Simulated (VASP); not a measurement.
Here is a VASP 6.6.1 calculation.

File INCAR:

```
  ALGO = Fast
  EDIFF = 1E-6
  ENCUT = 520
  GGA = CA
  ISIF = 2
  ISMEAR = 0
  LASPH = True
  LCHARG = True
  LELF = True
  LREAL = False
  LVHAR = True
  LWAVE = False
  NBANDS = 16
  NELM = 100
  PREC = Accurate
  SIGMA = 0.05
```

Contents of KPOINTS:

```
k-points
0
Gamma
  8 8 8
```

Contents of POSCAR:

```
Cs
1.0
    0.0000000000     -5.1076926052      0.0000000000
    5.1076926052      0.0000000000      0.0000000000
   -2.5538463026      2.5538463026      9.5960667852
Cs
2
Direct
    0.2500000000      0.7500000000      0.5000000000
    0.5000000000      0.5000000000      0.0000000000
```

Potentials or basis: VASP PAW LDA potentials, release 64 (Cs_sv).

The run is started by

```console
$ cat potpaw_LDA.64/Cs_sv/POTCAR > POTCAR
$ mpirun -np 1 vasp_std > vasp.out
```

What does it give for the band gap on the k mesh?

Zero (bands 9 and 10 overlap by 1.68 eV).

Predict the pressure.

-0.3 GPa.

Stress tensor (GPa, compression positive):
```
-0.28  0.00  0.00
 0.00 -0.28  0.00
 0.00  0.00 -0.40
```

Caveat: spin-orbit coupling is left out, which moves the levels of the heavy elements.
